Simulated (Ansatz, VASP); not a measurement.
# Two plane-wave programs on Si

File INCAR:

```
ALGO     = Normal         # electronic algorithm
EDIFF    = 1E-6           # SCF threshold, eV
ENCUT    = 520            # plane-wave cutoff, eV
ISIF     = 2              # what is computed and relaxed
ISMEAR   = 0              # smearing method
LASPH    = T              # aspherical terms in the spheres
LCHARG   = F              # write CHGCAR
LREAL    = F              # projectors in reciprocal space
LWAVE    = F              # write WAVECAR
NBANDS   = 16             # bands
NELM     = 80             # most SCF steps
PREC     = Accurate       # precision mode
SIGMA    = 0.03           # smearing width, eV
```

KPOINTS

```
k-points
0
Gamma
  12 12 6
```

The input POSCAR:

```
Si
1.0
    4.0291929185      0.0000000000      0.0000000000
   -2.0145964593      3.4893834241      0.0000000000
    0.0000000000      0.0000000000      5.5985635602
Si
4
Direct
    0.3333333333      0.6666666667      0.0773474439
    0.6666666667      0.3333333333      0.5773474439
    0.3333333333      0.6666666667      0.4226525561
    0.6666666667      0.3333333333      0.9226525561
```

Input for Ansatz:

```yaml
crystal:
  lattice:
    - [4.0291929185, 0.0, 0.0]
    - [-2.0145964593, 3.4893834241, 0.0]
    - [0.0, 0.0, 5.5985635602]
  atoms:
    - { symbol: Si, position: [0.3333333333, 0.6666666667, 0.0773474439] }
    - { symbol: Si, position: [0.6666666667, 0.3333333333, 0.5773474439] }
    - { symbol: Si, position: [0.3333333333, 0.6666666667, 0.4226525561] }
    - { symbol: Si, position: [0.6666666667, 0.3333333333, 0.9226525561] }
basis:
  ecutwfc: 420
kpoints:
  mp_grid: { grid: [12, 12, 6] }
hamiltonian:
  xc: lda
  pseudopotentials: { kind: paw, azcp: { folder: soft_1 } }
scf:
  occupations: { method: gaussian, width: 0.03 }
output:
  forces: true
  stress: true
  eigenvalues: true
  write_density: true
  write_potential: true
  elf: true
  volumetric_format: npy
```

Alike in both runs: task single point; functional LDA; k mesh 12 × 12 × 6; occupations gaussian, width 0.03 eV; no spin polarisation.

|  | VASP | Ansatz |
| --- | --- | --- |
| version | VASP 6.6.1 | Ansatz 0.2.0 |
| potentials or method | VASP PAW LDA potentials, release 64 (Si), cutoff 520 eV | scalar-relativistic, plane waves, PAW |
| valence electrons in the cell | 16 | 16 |

```tsv
	VASP	Ansatz	Ansatz less VASP
gap on the k mesh at the Fermi level (eV)	none	none	-
pressure (GPa)	13.2	13.3	+0.06
traceless stress, the component that is largest in VASP (GPa)	53.63	53.77	+0.140
rms of the force components (eV/Å)	4.847	4.875	+0.0283
```

Ansatz warns that its potentials were made for another functional, while VASP's fit it. LDA's correlation is that of Perdew and Zunger in VASP and of Perdew and Wang (1992) in Ansatz. Atom by atom the forces differ by 0.028 eV/Å (rms over components). A gap of «none» marks a metal or a gap that the smearing closes.
